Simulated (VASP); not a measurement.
A run of VASP 6.6.1:

POSCAR

```
HC4
1.0
    2.5222496682      0.0000000000      0.0000000000
    1.2611248341      2.1843322873      0.0000000000
    0.0000000000      0.0000000000     19.9150770000
C H
8 2
Direct
    0.0000000000      0.0000000000      0.3333737095
    0.3333333333      0.3333333333      0.3578130676
    0.3333333333      0.3333333333      0.4355421567
    0.6666666667      0.6666666667      0.4612798637
    0.6666666667      0.6666666667      0.5387201363
    0.0000000000      0.0000000000      0.5644578433
    0.0000000000      0.0000000000      0.6421869324
    0.3333333333      0.3333333333      0.6666262905
    0.3333333333      0.3333333333      0.7219828858
    0.0000000000      0.0000000000      0.2780171142
```

The input INCAR.step1:

```
PREC = Accurate ; ENCUT = 520
ISMEAR = 0 ; SIGMA = 0.01
LREAL = F ; LASPH = T
NELM = 80 ; NBANDS = 28
GGA = PE ; ALGO = Normal
EDIFF = 1E-4 ; LWAVE = T
LCHARG = F
```

Contents of INCAR.step2:

```
PREC = Accurate ; ENCUT = 520
EDIFF = 1E-6 ; ISMEAR = 0
SIGMA = 0.01 ; LREAL = F
LASPH = T ; NELM = 80
ALGO = Normal ; ISIF = 2
LWAVE = F ; LCHARG = F
METAGGA = R2SCAN ; LMIXTAU = T
NBANDS = 28 ; ISTART = 1
```

File KPOINTS:

```
Automatic mesh
0
Gamma
  8 8 1
```

Potentials or basis: VASP PAW PBE potentials, release 64 (C, H).

Command:

```console
$ cat potpaw_PBE.64/C/POTCAR potpaw_PBE.64/H/POTCAR > POTCAR
$ cp INCAR.step1 INCAR
$ mpirun -np 1 vasp_std > vasp.out
$ cp INCAR.step2 INCAR
$ mpirun -np 1 vasp_std > vasp.out
```

Hardware: 1 thread of Intel Xeon 6975P-C, on a shared host.

Problem. How long does it take, and how much memory?

Solution. It took 2.7 min on 1 thread of Intel Xeon 6975P-C (shared host), peak memory 0.25 GiB. Counts: k points 10.
